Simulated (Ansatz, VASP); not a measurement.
One calculation of CsPtS, two programs

```xyz
3
Lattice="3.5706 0.0000 0.0000 0.0000 3.5706 0.0000 0.0000 0.0000 6.3861" Properties=species:S:1:pos:R:3 pbc="T T T"
Cs    0.0000    0.0000    0.0000
Pt    0.0000    0.0000    3.1930
S     1.7853    1.7853    3.1930
```

Alike in both runs: task relaxation of cell and atoms; functional PBE; k mesh 6 × 6 × 4; occupations gaussian, width 0.1 eV; no spin polarisation.

```csv
,VASP,Ansatz
version,VASP 6.6.1,Ansatz 0.2.0
potentials or method,"VASP PAW PBE potentials, release 64 (Cs_sv, Pt, S), cutoff 600 eV","scalar-relativistic, plane waves, PAW"
valence electrons in the cell,25,33
```

|  | VASP | Ansatz | Ansatz less VASP |
| --- | --- | --- | --- |
| gap on the k mesh at the Fermi level, each at its own relaxed structure (eV) | none | none | - |
| relaxed volume (Å³/atom) | 27.15 | 27.05 | -0.108 |
| relaxed cell length with the largest relative difference (Å) | 6.304 | 6.267 | -0.0361 |

A gap of «none» marks a metal or a gap that the smearing closes. VASP's potentials hold 25 valence electrons a cell and Ansatz's 33, so a difference there can come from the potentials and not from the codes.

Neither program's run includes spin-orbit coupling.
